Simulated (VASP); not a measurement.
Here is a VASP 6.6.1 calculation.

INCAR

```
SYSTEM = SbS3
PREC = Accurate
ENCUT = 600
EDIFF = 1E-6
ISMEAR = 0
SIGMA = 0.1
LREAL = .False.
LASPH = .True.
NELM = 80
ALGO = Normal
ISIF = 3
LWAVE = .False.
LCHARG = .False.
GGA = PE
IBRION = 2
NSW = 100
EDIFFG = -0.01
```

The input KPOINTS:

```
Automatic mesh
0
Gamma
  12 12 12
  0 0 0
```

POSCAR

```
SbS3
1.0
    4.2460965894      0.0000000000      0.0000000000
    0.0000000000      4.2460965894      0.0000000000
    0.0000000000      0.0000000000      4.2460965894
Sb S
1 3
Direct
    0.0000000000      0.0000000000      0.0000000000
    0.0000000000      0.5000000000      0.5000000000
    0.5000000000      0.0000000000      0.5000000000
    0.5000000000      0.5000000000      0.0000000000
```

Potentials or basis: VASP PAW PBE potentials, release 64 (Sb, S).

Command:

```bash
$ cat potpaw_PBE.64/Sb/POTCAR potpaw_PBE.64/S/POTCAR > POTCAR
$ mpirun -np 1 vasp_std > vasp.out
```

Q: Estimate the space group after relaxing (to 0.1 Å).

A: Pm-3m (No. 221).

Q: What does it give for the relaxed volume?

A: 18.87 Å³/atom.

Final structure:
```
Sb S
1.0
     4.22626    0.00000    0.00000
     0.00000    4.22626    0.00000
     0.00000    0.00000    4.22626
Sb S
1 3
Direct
  0.00000 0.00000 0.00000
  0.00000 0.50000 0.50000
  0.50000 0.00000 0.50000
  0.50000 0.50000 0.00000
```
